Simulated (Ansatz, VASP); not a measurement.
# BP: VASP beside Ansatz

Contents of INCAR:

```
  PREC = Accurate
  ENCUT = 500
  EDIFF = 1E-6
  ISMEAR = 0
  SIGMA = 0.05
  LREAL = False
  LASPH = True
  NELM = 120
  ALGO = Normal
  ISIF = 2
  LWAVE = False
  LCHARG = True
  GGA = PE
  LELF = True
  LVHAR = True
  ISYM = 0
  NBANDS = 11
  GGA_COMPAT = False
```

KPOINTS

```
Automatic mesh
0
Gamma
  10 10 10
```

Contents of POSCAR:

```
BP
1.0
    0.0000000000      2.1328600000      2.2690000000
    2.2690000000      0.0000000000      2.2690000000
    2.2690000000      2.1328600000      0.0000000000
B P
1 1
Direct
    0.0000000000      0.0000000000      0.0000000000
    0.7500000000      0.7500000000      0.7500000000
```

Input for Ansatz:

```yaml
crystal:
  lattice:
    - [0.0, 2.13286, 2.269]
    - [2.269, 0.0, 2.269]
    - [2.269, 2.13286, 0.0]
  atoms:
    - { symbol: B, position: [0.0, 0.0, 0.0] }
    - { symbol: P, position: [0.75, 0.75, 0.75] }
  symmetry: { detect: false }
basis:
  ecutwfc: 420
kpoints:
  mp_grid: { grid: [10, 10, 10] }
hamiltonian:
  xc: pbe
scf:
  occupations: { method: gaussian, width: 0.05 }
output:
  forces: true
  eigenvalues: true
  stress: true
```

Alike in both runs: task single point; functional PBE; k mesh 10 × 10 × 10; occupations gaussian, width 0.05 eV; no spin polarisation.

```csv
,VASP,Ansatz
version,VASP 6.6.1,Ansatz 0.2.0
potentials or method,"VASP PAW PBE potentials, release 64 (B, P), cutoff 500 eV","scalar-relativistic, plane waves, PAW"
valence electrons in the cell,8,8
```

Ansatz gave:

```
gap on the k mesh at the Fermi level (eV)                     : 0.22
pressure (GPa)                                                : 12.6
traceless stress, the component that is largest in VASP (GPa) : 10.55
```

Estimate VASP's values.

gap on the k mesh at the Fermi level (eV): 0.22; pressure (GPa): 12.3; traceless stress, the component that is largest in VASP (GPa): 10.57.

With one functional, cell and mesh, what is left measures potentials, basis and numerics.
